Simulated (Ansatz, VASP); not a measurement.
## Two plane-wave programs on Ir2Ru3

```xyz
10
Lattice="2.7356 0.0000 0.0000 -1.3678 2.3691 0.0000 0.0000 0.0000 21.6918" Properties=species:S:1:pos:R:3 pbc="T T T"
Ru    0.0000    1.5794    1.0475
Ru    0.0000    1.5794    5.4230
Ru    0.0000    1.5794    9.7984
Ru    1.3678    0.7897   11.8935
Ru    1.3678    0.7897   16.2689
Ru    1.3678    0.7897   20.6443
Ir    0.0000    1.5794   14.0904
Ir    0.0000    1.5794   18.4474
Ir    1.3678    0.7897    3.2445
Ir    1.3678    0.7897    7.6014
```

Alike in both runs: task single point; functional PBE; k mesh 6 × 6 × 1; occupations gaussian, width 0.1 eV; no spin polarisation.

|  | VASP | Ansatz |
| --- | --- | --- |
| version | VASP 6.6.1 | Ansatz 0.2.0 |
| potentials or method | VASP PAW PBE potentials, release 64 (Ru_pv, Ir), cutoff 520 eV | scalar-relativistic, plane waves, PAW |
| valence electrons in the cell | 120 | 164 |

VASP gave:

* gap on the k mesh at the Fermi level (eV): none
* pressure (GPa): 1.3
* traceless stress, the component that is largest in VASP (GPa): -6.29
* rms of the force components (eV/Å): 0.081

Problem. Which values does Ansatz return?

Solution. gap on the k mesh at the Fermi level (eV): none; pressure (GPa): 1.1; traceless stress, the component that is largest in VASP (GPa): -6.35; rms of the force components (eV/Å): 0.078.

Atom by atom the forces differ by 0.005 eV/Å (rms over components). A gap of «none» marks a metal or a gap that the smearing closes. The functional is the same, so the differences come from potentials, cutoffs and numerics. VASP's potentials hold 120 valence electrons a cell and Ansatz's 164, so a difference there can come from the potentials and not from the codes.

The k mesh is coarse, so the values compare programs but aren't converged. Neither program's run includes spin-orbit coupling.
